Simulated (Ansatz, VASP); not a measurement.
Au in VASP and in Ansatz

The input INCAR:

```
PREC = Accurate ; ENCUT = 500
EDIFF = 1E-6 ; ISMEAR = 0
SIGMA = 0.15 ; LREAL = F
LASPH = T ; NELM = 120
ALGO = Normal ; ISIF = 2
LWAVE = F ; LCHARG = F
GGA = PE ; NBANDS = 18
GGA_COMPAT = F
```

Contents of KPOINTS:

```
regular mesh
0
Gamma
  18 18 10
```

The input POSCAR:

```
Au
1.0
    2.9898859851      0.0000000000      0.0000000000
   -1.4949429925      2.5893172175      0.0000000000
    0.0000000000      0.0000000000      5.0122815957
Au
2
Direct
    0.3333333333      0.6666666667      0.7500000000
    0.6666666667      0.3333333333      0.2500000000
```

Input for Ansatz:

```yaml
crystal:
  lattice:
    - [2.9898859851, 0.0, 0.0]
    - [-1.4949429925, 2.5893172175, 0.0]
    - [0.0, 0.0, 5.0122815957]
  atoms:
    - { symbol: Au, position: [0.3333333333, 0.6666666667, 0.75] }
    - { symbol: Au, position: [0.6666666667, 0.3333333333, 0.25] }
basis:
  ecutwfc: 420
kpoints:
  mp_grid: { grid: [18, 18, 10] }
hamiltonian:
  xc: pbe
scf:
  occupations: { method: gaussian, width: 0.15 }
output:
  forces: true
  stress: true
  eigenvalues: true
```

Change from the starting cell: mode 4 frozen in at +0.000 Å, equal normal strain along x, y and z +0.0250.

Alike in both runs: task single point; functional PBE; k mesh 18 × 18 × 10; occupations gaussian, width 0.15 eV; no spin polarisation.

|  | VASP | Ansatz |
| --- | --- | --- |
| version | VASP 6.6.1 | Ansatz 0.2.0 |
| potentials or method | VASP PAW PBE potentials, release 64 (Au), cutoff 500 eV | scalar-relativistic, plane waves, PAW |
| valence electrons in the cell | 22 | 38 |

VASP gave:

| Item | Value |
| --- | --- |
| gap on the k mesh at the Fermi level (eV) | none |
| pressure (GPa) | -8.3 |
| traceless stress, the component that is largest in VASP (GPa) | 0.35 |

Q: Which values does Ansatz return?

A: gap on the k mesh at the Fermi level (eV): none; pressure (GPa): -8.2; traceless stress, the component that is largest in VASP (GPa): 0.36.

A gap of «none» marks a metal or a gap that the smearing closes. The functional is the same, so the differences come from potentials, cutoffs and numerics. VASP's potentials hold 22 valence electrons a cell and Ansatz's 38, so a difference there can come from the potentials and not from the codes.

Neither program's run includes spin-orbit coupling.
